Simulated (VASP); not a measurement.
# Ta in VASP: relaxation of the atoms with PBE

Aim: the relaxation of the atoms of Ta with PBE.

Everything below comes from runs of VASP 6.6.1. Logs are shortened: lines on timing, memory, paths and dates and some standing lists are left out, and cuts for length are marked.

## Step 1: The cell of the first run

The cell holds a slab with vacuum, 5 atoms: a = 2.860 Å, b = 2.860 Å, c = 24.341 Å, α = 90.00°, β = 90.00°, γ = 109.47°.

## Step 2: Relaxation of the atoms, PBE (atoms moved at random)

INCAR reads:

```
SYSTEM = Ta
GGA = PE
LDIPOL = .TRUE.
IDIPOL = 3
DIPOL = 0.5 0.5 0.500
ISMEAR = 1
SIGMA = 0.1
LWAVE = .FALSE.
LCHARG = .FALSE.
ISIF = 0
NSW = 120
PREC = Accurate
LASPH = .TRUE.
LREAL = .FALSE.
ALGO = Normal
EDIFF = 1E-7
NELM = 120
GGA_COMPAT = .FALSE.
IBRION = 2
EDIFFG = -0.002
NELMIN = 4
ENCUT = 500
NELMDL = -8
KPAR = 8
```

KPOINTS reads:

```
Automatic mesh
0
Gamma
  11 11 1
  0 0 0
```

POSCAR reads:

```
Ta
1.0
    2.8601008575      0.0000000000      0.0000000000
   -0.9533669525      2.6965289483      0.0000000000
    0.0000000000      0.0000000000     24.3410502851
Ta
5
Selective dynamics
Direct
    0.4936940000      0.4921870000      0.3073080000  F F F
   -0.0106930000      0.0039510000      0.4047980000  F F F
    0.4971660000      0.5071640000      0.4999170000  T T T
   -0.0035450000      0.0025880000      0.5943290000  T T T
    0.4889580000      0.5102860000      0.6929530000  T T T
```

Potentials or basis: VASP PAW PBE potentials, release 64 (Ta_pv).

Launch:

```
cat potpaw_PBE.64/Ta_pv/POTCAR > POTCAR
mpirun -np 8 vasp_std > vasp.out
```

OUTCAR:

```text
SYSTEM = Ta
   GGA = PE
   ISMEAR = 1
   ISIF = 0
   NSW = 120
   PREC = Accurate
   LASPH = .TRUE.
   LREAL = .FALSE.
   EDIFF = 1E-7
   NELM = 120
   IBRION = 2
   EDIFFG = -0.002
   NELMIN = 4
   ENCUT = 500
   NELMDL = -8

 ion  position               nearest neighbor table
   1  0.494  0.492  0.307-   2 2.88   2 2.90   2 3.30   2 3.36
   2  0.989  0.004  0.405-   3 2.83   3 2.85   1 2.88   1 2.90   3 3.28   3 3.30   1 3.30   1 3.36

   3  0.497  0.507  0.500-   4 2.82   2 2.83   4 2.83   2 2.85   4 3.27   2 3.28   4 3.28   2 3.30

   4  0.996  0.003  0.594-   3 2.82   3 2.83   5 2.91   5 2.91   3 3.27   3 3.28   5 3.32   5 3.37

   5  0.489  0.510  0.693-   4 2.91   4 2.91   4 3.32   4 3.37

  LATTYP: Found a base centered orthorhombic cell.
 ALAT       =     3.3025600000
 B/A-ratio  =     1.4142135624
 C/A-ratio  =     7.3703582328

  Lattice vectors:

 A1 = (   2.8601008575,   0.0000000000,   0.0000000000)
 A2 = (  -0.9533669525,   2.6965289483,   0.0000000000)
 A3 = (   0.0000000000,   0.0000000000,  24.3410502851)

Analysis of symmetry for initial positions (statically):
=====================================================================
 Subroutine PRICEL returns:
 Original cell was already a primitive cell.

 Routine SETGRP: Setting up the symmetry group for a
 base centered orthorhombic supercell.

 Subroutine GETGRP returns: Found  1 space group operations
 (whereof  1 operations were pure point group operations)
 out of a pool of  8 trial point group operations.

The static configuration has the point symmetry C_1 .

Analysis of symmetry for dynamics (positions and initial velocities):
=====================================================================
 Subroutine PRICEL returns:
 Original cell was already a primitive cell.

 Routine SETGRP: Setting up the symmetry group for a
 base centered orthorhombic supercell.

 Subroutine GETGRP returns: Found  1 space group operations
 (whereof  1 operations were pure point group operations)
 out of a pool of  8 trial point group operations.

The dynamic configuration has the point symmetry C_1 .

Analysis of constrained symmetry for selective dynamics:
=====================================================================
 Subroutine PRICEL returns:
 Original cell was already a primitive cell.

 Routine SETGRP: Setting up the symmetry group for a
 base centered orthorhombic supercell.

 Subroutine GETGRP returns: Found  1 space group operations
 (whereof  1 operations were pure point group operations)
 out of a pool of  8 trial point group operations.

The constrained configuration has the point symmetry C_1 .

 Subroutine INISYM returns: Found  1 space group operations
 (whereof  1 operations are pure point group operations),
 and found     1 'primitive' translations

----------------------------------------------------------------------------------------

                                     Primitive cell

  volume of cell :     187.7266

  direct lattice vectors                    reciprocal lattice vectors
     2.860100857  0.000000000  0.000000000     0.349638020  0.123615707  0.000000000
    -0.953366953  2.696528948  0.000000000     0.000000000  0.370847122  0.000000000
     0.000000000  0.000000000 24.341050285     0.000000000  0.000000000  0.041082862

  length of vectors
     2.860100857  2.860100858 24.341050285     0.370847122  0.370847122  0.041082862

  position of ions in fractional coordinates (direct lattice)
     0.493694000  0.492187000  0.307308000
     0.989307000  0.003951000  0.404798000
     0.497166000  0.507164000  0.499917000
     0.996455000  0.002588000  0.594329000
     0.488958000  0.510286000  0.692953000

  ion indices of the primitive-cell ions
   primitive index   ion index
                 1           1
                 2           2
                 3           3
                 4           4
                 5           5

----------------------------------------------------------------------------------------

[... 27 lines left out ...]
  0.090909  0.000000  0.000000      2.000000
  0.000000  0.090909  0.000000      2.000000
  0.181818  0.000000  0.000000      2.000000
  0.000000  0.181818  0.000000      2.000000
  0.272727  0.000000  0.000000      2.000000
[... 16 lines left out ...]
 -0.363636  0.090909  0.000000      2.000000
  0.090909 -0.363636  0.000000      2.000000
 [... further k-points ...]
   k-points           NKPTS =     61   k-points in BZ     NKDIM =     61   number of bands    NBANDS=     33
   number of dos      NEDOS =    301   number of ions     NIONS =      5
   total plane-waves  NPLWV = 103680
   dimension x,y,z NGX =    24 NGY =   24 NGZ =  180
   dimension x,y,z NGXF=    48 NGYF=   48 NGZF=  360
   ions per type =               5
   NGX,Y,Z   is equivalent  to a cutoff of  13.95, 13.95, 12.29 a.u.
   NGXF,Y,Z  is equivalent  to a cutoff of  27.90, 27.90, 24.59 a.u.
 SYSTEM =  Ta
   PREC   = accura    normal or accurate (medium, high low for compatibility)
   ISTART =      0    job   : 0-new  1-cont  2-samecut
   ICHARG =      2    charge: 1-file 2-atom 10-const
   ISPIN  =      1    spin polarized calculation?
   LNONCOLLINEAR =      F non collinear calculations
   LSORBIT =      F    spin-orbit coupling
   LASPH  =      T    aspherical Exc in radial PAW
   ENCUT  =  500.0 eV  36.75 Ry    6.06 a.u.   5.21  5.21 44.38*2*pi/ulx,y,z
   NELM   =    120;   NELMIN=  4; NELMDL= -8     # of ELM steps
   EDIFF  = 0.1E-06   stopping-criterion for ELM
   LREAL  =      F    real-space projection
   EDIFFG = -.2E-02   stopping-criterion for IOM
   NSW    =    120    number of steps for IOM
   IBRION =      2    ionic relax: 0-MD 1-quasi-New 2-CG
   NFREE  =      1    steps in history (QN), initial steepest desc. (CG)
   ISIF   =      0    stress and relaxation
   ISYM   =      2    0-nonsym 1-usesym 2-fastsym
   POTIM  = 0.5000    time-step for ionic-motion
   TEBEG  =    0.0;   TEEND  =   0.0 temperature during run

   SCALEE = 1.0000    scale energy and forces
   PSTRESS=    0.0 pullay stress
   NELECT =      55.0000    total number of electrons
   NUPDOWN=      -1.0000    fix difference up-down
   EMIN   =  10.00;   EMAX   =-10.00  energy-range for DOS
   EFERMI =   0.00;   METHOD = LEGACY
   ISMEAR =     1;   SIGMA  =   0.10  broadening in eV -4-tet -1-fermi 0-gaus
   EFERMI_NEDOS =   21; number of points for ismear=-14 and -15
   IALGO  =     38    algorithm
   IMIX   =      4    mixing-type and parameters
     AMIX     =   0.40;   BMIX     =  1.00
     AMIX_MAG =   1.60;   BMIX_MAG =  1.00
  volume/ion in A,a.u.               =      37.55       253.37
  Fermi-wavevector in a.u.,A,eV,Ry     =   1.087311  2.054720 16.085425  1.182245
  Thomas-Fermi vector in A             =   2.223468
   LORBIT       =      0    0 simple, 1 ext, 2 COOP (PROOUT), +10 PAW based schemes
   GGA     = PE    functional components
   LHFCALC =     F    Hartree Fock is set to
   AEXX    =    0.0000 exact exchange contribution
   IVDW    =     0    specifies the selected vdW correction
   LEPSILON=     F    determine dielectric tensor
   LRPA    =     F    only Hartree local field effects (RPA)

   CSHIFT  =0.1000    complex shift for real part using Kramers Kronig

   OMEGAMAX=  -1.0    maximum frequency
 conjugate gradient relaxation of ions
 non-spin polarized calculation
 Methfessel and Paxton  Order N= 1 SIGMA  =   0.10
  energy-cutoff  :      500.00
  volume of cell :      187.73
 maximum number of plane-waves:      4793
 NGX is ok and might be reduce to    24
   NGX = 11   NGY = 11   NGZ = 89

--------------------------------------- Ionic step        1  -------------------------------------------

 number of electron      55.0000003 magnetization

 Free energy of the ion-electron system (eV)
  ---------------------------------------------------
  ext. energy  EPLUGINS =         0.00000000
  ---------------------------------------------------
  free energy    TOTEN  =       -56.68574205 eV

  energy without entropy =      -56.68342155  energy(sigma->0) =      -56.68496855

------------------------ aborting loop because EDIFF is reached ----------------------------------------

 VOLUME and BASIS-vectors are now :
 -----------------------------------------------------------------------------
  energy-cutoff  :      500.00
  volume of cell :      187.73
      direct lattice vectors                 reciprocal lattice vectors
     2.860100857  0.000000000  0.000000000     0.349638020  0.123615707  0.000000000
    -0.953366953  2.696528948  0.000000000     0.000000000  0.370847122  0.000000000
     0.000000000  0.000000000 24.341050285     0.000000000  0.000000000  0.041082862
[... 73 lines left out ...]
  FREE ENERGIE OF THE ION-ELECTRON SYSTEM (eV)
  ---------------------------------------------------
  free  energy   TOTEN  =       -56.7425804450 eV

  energy  without entropy=      -56.7408159818  energy(sigma->0) =      -56.74199229

 added-field ion interaction         -0.001680 eV  (added to PSCEN)

[... ionic steps 4 to 27 ...]

--------------------------------------- Ionic step       28  -------------------------------------------

 number of electron      55.0000001 magnetization

------------------------ aborting loop because EDIFF is reached ----------------------------------------
[... 57 lines left out ...]
--------------------------------------- Ionic step       30  -------------------------------------------

 number of electron      55.0000001 magnetization

 DIPCOR: dipole corrections for dipol
 direction  3 min pos     1,
 dipolmoment           0.000000      0.000000     -0.004563 electrons x Angstroem
 Tr[quadrupol]      -142.916146

 energy correction for charged system         0.000000 eV

 dipol+quadrupol energy correction           -0.000010 eV

 added-field ion interaction          0.002127 eV  (added to PSCEN)

 Free energy of the ion-electron system (eV)
  ---------------------------------------------------
  ext. energy  EPLUGINS =         0.00000000
  ---------------------------------------------------
  free energy    TOTEN  =       -56.74753840 eV

  energy without entropy =      -56.74660833  energy(sigma->0) =      -56.74722838

 E-fermi :   0.3257     XC(G=0):  -6.9408

 val. band max:        0.3180282642   @ k =   0.2727   0.3636   0.0000
 cond. band min:       0.3292638245   @ k =   0.0909   0.0909   0.0000
 fundamental gap:      0.0112355603
 Fermi energy:         0.3257223178

 k-point     1 :       0.0000    0.0000    0.0000
  band No.  band energies     occupation
      1     -34.0395      2.00000
      2     -33.9789      2.00000
      3     -33.6182      2.00000
      4     -33.3715      2.00000
      5     -33.3473      2.00000
      6     -33.2314      2.00000
[... 853 lines left out ...]
     32       2.6508      0.00000
     33       3.3356      0.00000

 [... further k-points ...]

------------------------ aborting loop because EDIFF is reached ----------------------------------------

 vacuum level on the upper side and lower side of the slab       (xc-potential included)        -0.155        -0.055

 VOLUME and BASIS-vectors are now :
 -----------------------------------------------------------------------------
  energy-cutoff  :      500.00
  volume of cell :      187.73
      direct lattice vectors                 reciprocal lattice vectors
     2.860100857  0.000000000  0.000000000     0.349638020  0.123615707  0.000000000
    -0.953366953  2.696528948  0.000000000     0.000000000  0.370847122  0.000000000
     0.000000000  0.000000000 24.341050285     0.000000000  0.000000000  0.041082862
[... 11 lines left out ...]
  FREE ENERGIE OF THE ION-ELECTRON SYSTEM (eV)
  ---------------------------------------------------
  free  energy   TOTEN  =       -56.7475384025 eV

  energy  without entropy=      -56.7466083279  energy(sigma->0) =      -56.74722838

 reached required accuracy - stopping structural energy minimisation

 vacuum level on the upper side and lower side of the slab         4.949         5.051
```

It took 11 min on 8 MPI ranks of Intel Xeon 6975P-C (Granite Rapids), shared host; peak memory 0.51 GiB.

Results:

| Quantity | Value |
| --- | --- |
| Free energy | -56.7475 eV |
| Energy gained by relaxing | 12.4 meV/atom |
| Ionic steps | 30 |
| Band gap on the k mesh | zero (an odd number of electrons rules out a gap without spin polarisation) |

Step by step:
| step | energy change (eV) | largest force on free atoms (eV/Å) |
| --- | --- | --- |
| 1 | 0.0000 | 0.8298 |
| 2 | -0.0401 | 0.4589 |
| 3 | -0.0568 | 0.2495 |
| 4 | -0.0569 | 0.2595 |
| 5 | -0.0603 | 0.1274 |
| 6 | -0.0612 | 0.0546 |
| 7 | -0.0615 | 0.0220 |
| 8 | -0.0615 | 0.0310 |
| 9 | -0.0616 | 0.0222 |
| 10 | -0.0617 | 0.0205 |
| 11 | -0.0617 | 0.0098 |
| 12 | -0.0617 | 0.0122 |
| 13 | -0.0617 | 0.0057 |
| 14 | -0.0617 | 0.0094 |
| 15 | -0.0618 | 0.0066 |
| 16 | -0.0618 | 0.0072 |
| 17 | -0.0618 | 0.0049 |
| 18 | -0.0618 | 0.0070 |
| 19 | -0.0618 | 0.0047 |
| 20 | -0.0618 | 0.0054 |
| 21 | -0.0618 | 0.0036 |
| 22 | -0.0618 | 0.0051 |
| 23 | -0.0618 | 0.0032 |
| 24 | -0.0618 | 0.0041 |
| 25 | -0.0618 | 0.0028 |
| 26 | -0.0618 | 0.0029 |
| 27 | -0.0618 | 0.0049 |
| 28 | -0.0618 | 0.0028 |
| 29 | -0.0618 | 0.0025 |
| 30 | -0.0618 | 0.0019 |

Final structure:
```
Ta
1.0
     2.86010    0.00000    0.00000
    -0.95337    2.69653    0.00000
     0.00000    0.00000   24.34105
Ta
5
Direct
  0.49369 0.49219 0.30731
  0.98931 0.00395 0.40480
  0.48828 0.50569 0.50100
  0.98707 0.00640 0.59815
  0.48704 0.50628 0.69055
```

Levels at points of the mesh, in eV from the Fermi level:
| k point | band 23 | band 24 | band 25 | band 26 | band 27 | band 28 | band 29 | band 30 | band 31 | band 32 |
| --- | --- | --- | --- | --- | --- | --- | --- | --- | --- | --- |
| (0.00, 0.00, 0.00) | -0.66 | -0.45 | -0.35 | -0.04 | 0.22 | 0.47 | 0.50 | 0.65 | 1.03 | 1.28 |

Caveat: the cell differs from its parent crystal (atoms moved at random); spin-orbit coupling is left out, which moves the levels of the heavy elements.
